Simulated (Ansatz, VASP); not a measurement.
Two plane-wave programs on Mg2As

```
CELL_PARAMETERS angstrom
4.51504 0.00000 0.00000
0.00000 4.51504 0.00000
0.00000 0.00000 6.49993
ATOMIC_POSITIONS crystal
Mg 0.00000 0.50000 0.20300
Mg 0.00000 0.50000 0.70300
Mg 0.50000 0.00000 0.29700
Mg 0.50000 0.00000 0.79700
As 0.00000 0.00000 0.00000
As 0.50000 0.50000 0.50000
```

Alike in both runs: task single point; functional PBE; k mesh 4 × 4 × 4; occupations gaussian, width 0.1 eV; no spin polarisation.

|  | VASP | Ansatz |
| --- | --- | --- |
| version | VASP 6.6.1 | Ansatz 0.2.0 |
| potentials or method | VASP PAW PBE potentials, release 64 (Mg, As), cutoff 520 eV | scalar-relativistic, plane waves, PAW |
| valence electrons in the cell | 18 | 70 |

VASP gave:

| Property | Result |
| --- | --- |
| gap on the k mesh at the Fermi level (eV) | none |
| pressure (GPa) | 2.8 |
| traceless stress, the component that is largest in VASP (GPa) | -2.06 |
| rms of the force components (eV/Å) | 0.200 |

Estimate Ansatz's values.

gap on the k mesh at the Fermi level (eV): none; pressure (GPa): 2.8; traceless stress, the component that is largest in VASP (GPa): -2.03; rms of the force components (eV/Å): 0.197.

Atom by atom the forces differ by 0.002 eV/Å (rms over components). A gap of «none» marks a metal or a gap that the smearing closes. VASP's potentials hold 18 valence electrons a cell and Ansatz's 70, so a difference there can come from the potentials and not from the codes.
